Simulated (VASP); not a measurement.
Runs of VASP 6.6.1 on BaZrO3. The structure is that of space group Pm-3m (No. 221), or close to it. The cells are those of the table. 

```tsv
cell	gap on the mesh (eV)	pressure (GPa)
a = 4.098 Å, 5 atoms	3.87	16.2
a = 4.130 Å, 5 atoms	3.82	(c)
a = 4.150 Å, 5 atoms	3.79	(b)
a = 4.205 Å, 5 atoms	3.69	0.9
a = 4.173 Å, 5 atoms	(a)	5.0
```

Alike in all rows: task single point; level r2SCAN; potentials or basis VASP PAW PBE potentials, release 64 (Ba_sv, Zr_sv, O_h); no spin polarisation; k mesh 6 × 6 × 6; cutoff (eV) 1480; smearing gaussian 0.01 eV.

Q: Estimate the missing entries.

A: (a) 3.75; (b) 8.1; (c) 11.1.

Caveats: the PAW data sets were made with another functional, which shifts forces and pressure a little; spin-orbit coupling is left out, which moves the levels of the heavy elements; the cell stands under pressure (at least some runs).

A k mesh can miss the band edges, and the runs leave out spin-orbit coupling on Ba, Zr.
